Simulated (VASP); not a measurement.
# Lu5Be (F-43m) in VASP: single point with PBE

Aim: the single point of Lu5Be with PBE.

Everything below comes from runs of VASP 6.6.1. Logs are shortened: lines on timing, memory, paths and dates and some standing lists are left out, and cuts for length are marked.

### 1 The cell of the first run

It takes space group F-43m (No. 216, cubic). Conventional cell: a = 7.849 Å, b = 7.849 Å, c = 7.849 Å, α = 90.00°, β = 90.00°, γ = 90.00°. Within 3.7 Å of Lu (site symmetry 3m) lie 9 Lu at 2.78 to 3.25 Å and 3 Be at 3.25 Å. Within 4.3 Å of Lu (site symmetry -43m) lie 12 Lu at 3.25 Å and 4 Be at 3.40 Å. Be (site symmetry -43m) has 16 Lu at 3.25 to 3.40 Å within 4.3 Å.

The cell was generated, and may not be a known phase.

### 2 Single point, PBE

INCAR

```
SYSTEM = Lu5Be
PREC     = Accurate       ! precision mode
ENCUT    = 520            ! plane-wave cutoff, eV
EDIFF    = 1E-6           ! SCF threshold, eV
ISMEAR   = 0              ! smearing method
SIGMA    = 0.1            ! smearing width, eV
LREAL    = .False.        ! projectors in reciprocal space
LASPH    = .True.         ! aspherical terms in the spheres
NELM     = 100            ! most SCF steps
ALGO     = Fast           ! electronic algorithm
ISIF     = 2              ! what is computed and relaxed
LWAVE    = .False.        ! write WAVECAR
LCHARG   = .False.        ! write CHGCAR
GGA      = PE             ! functional
NBANDS   = 72             ! bands
```

KPOINTS

```
Automatic mesh
0
Gamma
  4 4 4
  0 0 0
```

POSCAR

```
Lu5Be
1.0
    0.0000000000      3.9246587900      3.9246587900
    3.9246587900      0.0000000000      3.9246587900
    3.9246587900      3.9246587900      0.0000000000
Lu Be
5 1
Direct
    0.1250000000      0.6250000000      0.6250000000
    0.6250000000      0.6250000000      0.6250000000
    0.6250000000      0.1250000000      0.6250000000
    0.6250000000      0.6250000000      0.1250000000
    0.2500000000      0.2500000000      0.2500000000
    0.0000000000      0.0000000000      0.0000000000
```

Potentials or basis: VASP PAW PBE potentials, release 64 (Lu, Be).

Command:

```console
$ cat potpaw_PBE.64/Lu/POTCAR potpaw_PBE.64/Be/POTCAR > POTCAR
$ mpirun -np 1 vasp_std > vasp.out
```

OUTCAR:

```text
SYSTEM = Lu5Be
   PREC = Accurate
   ENCUT = 520
   EDIFF = 1E-6
   ISMEAR = 0
   LREAL = .False.
   LASPH = .True.
   NELM = 100
   ISIF = 2
   GGA = PE

 ion  position               nearest neighbor table
   1  0.125  0.625  0.625-   2 2.78   4 2.78   3 2.78   2 2.78   3 2.78   4 2.78   5 3.25   5 3.25
                             5 3.25
   2  0.625  0.625  0.625-   1 2.78   3 2.78   4 2.78   4 2.78   3 2.78   1 2.78   5 3.25   5 3.25
                             5 3.25
   3  0.625  0.125  0.625-   2 2.78   4 2.78   1 2.78   2 2.78   4 2.78   1 2.78   5 3.25   5 3.25
                             5 3.25
   4  0.625  0.625  0.125-   2 2.78   1 2.78   2 2.78   3 2.78   3 2.78   1 2.78   5 3.25   5 3.25
                             5 3.25
   5  0.250  0.250  0.250-   1 3.25   3 3.25   4 3.25   1 3.25   2 3.25   3 3.25   1 3.25   2 3.25
                             4 3.25   2 3.25   3 3.25   4 3.25
   6  0.000  0.000  0.000-

  LATTYP: Found a face centered cubic cell.
 ALAT       =     7.8493175800

  Lattice vectors:

 A1 = (   0.0000000000,   3.9246587900,   3.9246587900)
 A2 = (   3.9246587900,   0.0000000000,   3.9246587900)
 A3 = (   3.9246587900,   3.9246587900,   0.0000000000)

Analysis of symmetry for initial positions (statically):
=====================================================================
 Subroutine PRICEL returns:
 Original cell was already a primitive cell.

 Routine SETGRP: Setting up the symmetry group for a
 face centered cubic supercell.

 Subroutine GETGRP returns: Found 24 space group operations
 (whereof 24 operations were pure point group operations)
 out of a pool of 48 trial point group operations.

The static configuration has the point symmetry T_d .

Analysis of symmetry for dynamics (positions and initial velocities):
=====================================================================
 Subroutine PRICEL returns:
 Original cell was already a primitive cell.

 Routine SETGRP: Setting up the symmetry group for a
 face centered cubic supercell.

 Subroutine GETGRP returns: Found 24 space group operations
 (whereof 24 operations were pure point group operations)
 out of a pool of 48 trial point group operations.

The dynamic configuration has the point symmetry T_d .

 Subroutine INISYM returns: Found 24 space group operations
 (whereof 24 operations are pure point group operations),
 and found     1 'primitive' translations

----------------------------------------------------------------------------------------

                                     Primitive cell

  volume of cell :     120.9026

  direct lattice vectors                    reciprocal lattice vectors
     0.000000000  3.924658790  3.924658790    -0.127399610  0.127399610  0.127399610
     3.924658790  0.000000000  3.924658790     0.127399610 -0.127399610  0.127399610
     3.924658790  3.924658790  0.000000000     0.127399610  0.127399610 -0.127399610

  length of vectors
     5.550305689  5.550305689  5.550305689     0.220662598  0.220662598  0.220662598

  position of ions in fractional coordinates (direct lattice)
     0.125000000  0.625000000  0.625000000
     0.625000000  0.625000000  0.625000000
     0.625000000  0.125000000  0.625000000
     0.625000000  0.625000000  0.125000000
     0.250000000  0.250000000  0.250000000
     0.000000000  0.000000000  0.000000000

  ion indices of the primitive-cell ions
   primitive index   ion index
                 1           1
                 2           2
                 3           3
                 4           4
                 5           5
                 6           6

----------------------------------------------------------------------------------------

 KPOINTS: Automatic mesh

Automatic generation of k-mesh.
 Grid dimensions read from file:
 generate k-points for:    4    4    4

 Generating k-lattice:

  Cartesian coordinates                     Fractional coordinates (reciprocal lattice)
    -0.031849903  0.031849903  0.031849903     0.250000000  0.000000000  0.000000000
     0.031849903 -0.031849903  0.031849903     0.000000000  0.250000000  0.000000000
     0.031849903  0.031849903 -0.031849903     0.000000000  0.000000000  0.250000000

  Length of vectors
     0.055165649  0.055165649  0.055165649

  Shift w.r.t. Gamma in fractional coordinates (k-lattice)
     0.000000000  0.000000000  0.000000000

 Subroutine IBZKPT returns following result:
 ===========================================

 Found      8 irreducible k-points:

 Following reciprocal coordinates:
            Coordinates               Weight
  0.000000  0.000000  0.000000      1.000000
  0.250000  0.000000  0.000000      8.000000
  0.500000  0.000000  0.000000      4.000000
  0.250000  0.250000  0.000000      6.000000
  0.500000  0.250000  0.000000     24.000000
 -0.250000  0.250000  0.000000     12.000000
  0.500000  0.500000  0.000000      3.000000
 -0.250000  0.500000  0.250000      6.000000
   k-points           NKPTS =      8   k-points in BZ     NKDIM =      8   number of bands    NBANDS=     72
   number of dos      NEDOS =    301   number of ions     NIONS =      6
   total plane-waves  NPLWV =  74088
   dimension x,y,z NGX =    42 NGY =   42 NGZ =   42
   dimension x,y,z NGXF=    84 NGYF=   84 NGZF=   84
   ions per type =               5   1
   NGX,Y,Z   is equivalent  to a cutoff of  12.58, 12.58, 12.58 a.u.
   NGXF,Y,Z  is equivalent  to a cutoff of  25.16, 25.16, 25.16 a.u.
 SYSTEM =  Lu5Be
   PREC   = accura    normal or accurate (medium, high low for compatibility)
   ISTART =      0    job   : 0-new  1-cont  2-samecut
   ICHARG =      2    charge: 1-file 2-atom 10-const
   ISPIN  =      1    spin polarized calculation?
   LNONCOLLINEAR =      F non collinear calculations
   LSORBIT =      F    spin-orbit coupling
   LASPH  =      T    aspherical Exc in radial PAW
   ENCUT  =  520.0 eV  38.22 Ry    6.18 a.u.  10.32 10.32 10.32*2*pi/ulx,y,z
   NELM   =    100;   NELMIN=  2; NELMDL= -5     # of ELM steps
   EDIFF  = 0.1E-05   stopping-criterion for ELM
   LREAL  =      F    real-space projection
   EDIFFG = 0.1E-04   stopping-criterion for IOM
   NSW    =      0    number of steps for IOM
   IBRION =     -1    ionic relax: 0-MD 1-quasi-New 2-CG
   NFREE  =      0    steps in history (QN), initial steepest desc. (CG)
   ISIF   =      2    stress and relaxation
   ISYM   =      2    0-nonsym 1-usesym 2-fastsym
   POTIM  = 0.5000    time-step for ionic-motion
   TEBEG  =    0.0;   TEEND  =   0.0 temperature during run
   PSTRESS=    0.0 pullay stress
   NELECT =     127.0000    total number of electrons
   NUPDOWN=      -1.0000    fix difference up-down
   EMIN   =  10.00;   EMAX   =-10.00  energy-range for DOS
   EFERMI =   0.00;   METHOD = LEGACY
   ISMEAR =     0;   SIGMA  =   0.10  broadening in eV -4-tet -1-fermi 0-gaus
   EFERMI_NEDOS =   21; number of points for ismear=-14 and -15
   IALGO  =     68    algorithm
   IMIX   =      4    mixing-type and parameters
     AMIX     =   0.40;   BMIX     =  1.00
     AMIX_MAG =   1.60;   BMIX_MAG =  1.00
  volume/ion in A,a.u.               =      20.15       135.98
  Fermi-wavevector in a.u.,A,eV,Ry     =   1.664169  3.144824 37.680783  2.769459
  Thomas-Fermi vector in A             =   2.750760
   LORBIT       =      0    0 simple, 1 ext, 2 COOP (PROOUT), +10 PAW based schemes
   GGA     = PE    functional components
   LHFCALC =     F    Hartree Fock is set to
   AEXX    =    0.0000 exact exchange contribution
   IVDW    =     0    specifies the selected vdW correction
   LEPSILON=     F    determine dielectric tensor
   LRPA    =     F    only Hartree local field effects (RPA)
 non-spin polarized calculation
 RMM-DIIS sequential band-by-band and
 Gauss-broadening in eV      SIGMA  =   0.10
  energy-cutoff  :      520.00
  volume of cell :      120.90
 maximum number of plane-waves:      3287
 NGX is ok and might be reduce to    42
   NGX = 21   NGY = 21   NGZ = 21

 number of electron     127.0000004 magnetization

 Free energy of the ion-electron system (eV)
  ---------------------------------------------------
  ext. energy  EPLUGINS =         0.00000000
  ---------------------------------------------------
  free energy    TOTEN  =       -20.31517457 eV

  energy without entropy =      -20.30883285  energy(sigma->0) =      -20.31200371

 E-fermi :   3.2649     XC(G=0): -11.8044

 val. band max:        3.1668476304   @ k =   0.2500   0.2500   0.0000
 cond. band min:       3.4028387030   @ k =  -0.2500   0.5000   0.2500
 fundamental gap:      0.2359910725
 Fermi energy:         3.2649184732

 k-point     1 :       0.0000    0.0000    0.0000
  band No.  band energies     occupation
      1     -52.6431      2.00000
      2     -52.5680      2.00000
      3     -52.3209      2.00000
      4     -52.3209      2.00000
      5     -52.3209      2.00000
      6     -25.1912      2.00000
[... 64 lines left out ...]
     71       5.1753      0.00000
     72       8.1048      0.00000

 k-point     2 :       0.2500    0.0000    0.0000
  band No.  band energies     occupation
      1     -52.6168      2.00000
      2     -52.5637      2.00000
      3     -52.3530      2.00000
      4     -52.3209      2.00000
      5     -52.3209      2.00000
      6     -24.9794      2.00000
[... 64 lines left out ...]
     71       6.0935      0.00000
     72       7.4813      0.00000

 k-point     3 :       0.5000    0.0000    0.0000
  band No.  band energies     occupation
      1     -52.5924      2.00000
      2     -52.5464      2.00000
      3     -52.3963      2.00000
      4     -52.3210      2.00000
      5     -52.3210      2.00000
      6     -24.7333      2.00000
[... 64 lines left out ...]
     71       5.2035      0.00000
     72       6.6391      0.00000

 k-point     4 :       0.2500    0.2500    0.0000
  band No.  band energies     occupation
      1     -52.6094      2.00000
      2     -52.5585      2.00000
      3     -52.3660      2.00000
      4     -52.3210      2.00000
      5     -52.3210      2.00000
      6     -24.8845      2.00000
[... 64 lines left out ...]
     71       6.2305      0.00000
     72       7.0391      0.00000

 k-point     5 :       0.5000    0.2500    0.0000
  band No.  band energies     occupation
      1     -52.5913      2.00000
      2     -52.5247      2.00000
      3     -52.4198      2.00000
      4     -52.3210      2.00000
      5     -52.3208      2.00000
      6     -24.5493      2.00000
[... 64 lines left out ...]
     71       5.1451      0.00000
     72       6.4093      0.00000

 k-point     6 :      -0.2500    0.2500    0.0000
  band No.  band energies     occupation
      1     -52.5949      2.00000
      2     -52.5429      2.00000
      3     -52.3976      2.00000
      4     -52.3210      2.00000
      5     -52.3207      2.00000
      6     -24.6903      2.00000
[... 64 lines left out ...]
     71       5.4674      0.00000
     72       7.0313      0.00000

 k-point     7 :       0.5000    0.5000    0.0000
  band No.  band energies     occupation
      1     -52.5899      2.00000
      2     -52.4734      2.00000
      3     -52.4727      2.00000
      4     -52.3211      2.00000
      5     -52.3211      2.00000
      6     -24.2264      2.00000
[... 64 lines left out ...]
     71       5.8584      0.00000
     72       6.0169      0.00000

 k-point     8 :      -0.2500    0.5000    0.2500
  band No.  band energies     occupation
      1     -52.5892      2.00000
      2     -52.4745      2.00000
      3     -52.4727      2.00000
      4     -52.3211      2.00000
      5     -52.3206      2.00000
      6     -24.1984      2.00000
[... 64 lines left out ...]
     71       5.6956      0.00000
     72       6.0230      0.00000

------------------------ aborting loop because EDIFF is reached ----------------------------------------

  FORCE on cell =-STRESS in cart. coord.  units (eV):
  Direction    XX          YY          ZZ          XY          YZ          ZX
  --------------------------------------------------------------------------------------
  -------------------------------------------------------------------------------------
  Total       16.5842035     16.5842035     16.5842035      0.0000000      0.0000000     -0.0000000
  in kB      219.7705466    219.7705466    219.7705466      0.0000000      0.0000000     -0.0000000
  external PRESSURE =     219.7705466 kB  Pullay stress =       0.0000000 kB

 VOLUME and BASIS-vectors are now :
 -----------------------------------------------------------------------------
  energy-cutoff  :      520.00
  volume of cell :      120.90
      direct lattice vectors                 reciprocal lattice vectors
     0.000000000  3.924658790  3.924658790    -0.127399610  0.127399610  0.127399610
     3.924658790  0.000000000  3.924658790     0.127399610 -0.127399610  0.127399610
     3.924658790  3.924658790  0.000000000     0.127399610  0.127399610 -0.127399610

 POSITION                                       TOTAL-FORCE (eV/Angst)
 -----------------------------------------------------------------------------------
      4.90582      2.94349      2.94349         0.280758     -0.280758     -0.280758
      4.90582      4.90582      4.90582         0.280758      0.280758      0.280758
      2.94349      4.90582      2.94349        -0.280758      0.280758     -0.280758
      2.94349      2.94349      4.90582        -0.280758     -0.280758      0.280758
      1.96233      1.96233      1.96233        -0.000000      0.000000     -0.000000
      0.00000      0.00000      0.00000        -0.000000      0.000000      0.000000
 -----------------------------------------------------------------------------------
    total drift:                                0.000000      0.000000     -0.000000

  FREE ENERGIE OF THE ION-ELECTRON SYSTEM (eV)
  ---------------------------------------------------
  free  energy   TOTEN  =       -20.3151745656 eV

  energy  without entropy=      -20.3088328524  energy(sigma->0) =      -20.31200371
```

It took 15 min on 1 thread of Intel Xeon Platinum 8259CL at 2.50GHz (Skylake/Cascade Lake), shared host; peak memory 0.28 GiB.

What came out:

- Free energy: -20.3152 eV
- Pressure: 22.0 GPa
- Band gap on the k mesh: zero (an odd number of electrons rules out a gap without spin polarisation)

Levels at points of the mesh, in eV from the Fermi level:
| k point | band 61 | band 62 | band 63 | band 64 | band 65 | band 66 |
| --- | --- | --- | --- | --- | --- | --- |
| (0.00, 0.00, 0.00) | -1.86 | -1.86 | -1.86 | 0.26 | 0.26 | 1.57 |
| (0.50, 0.00, 0.00) | -1.13 | -0.50 | -0.50 | 0.24 | 0.24 | 1.06 |
| (0.50, 0.50, 0.00) | -1.22 | -0.47 | -0.38 | -0.38 | 0.20 | 0.63 |

Caveat: the cell stands under pressure; spin-orbit coupling is left out, which moves the levels of the heavy elements.

The gap in the log of VASP goes by the Fermi energy; the results here count the filled bands.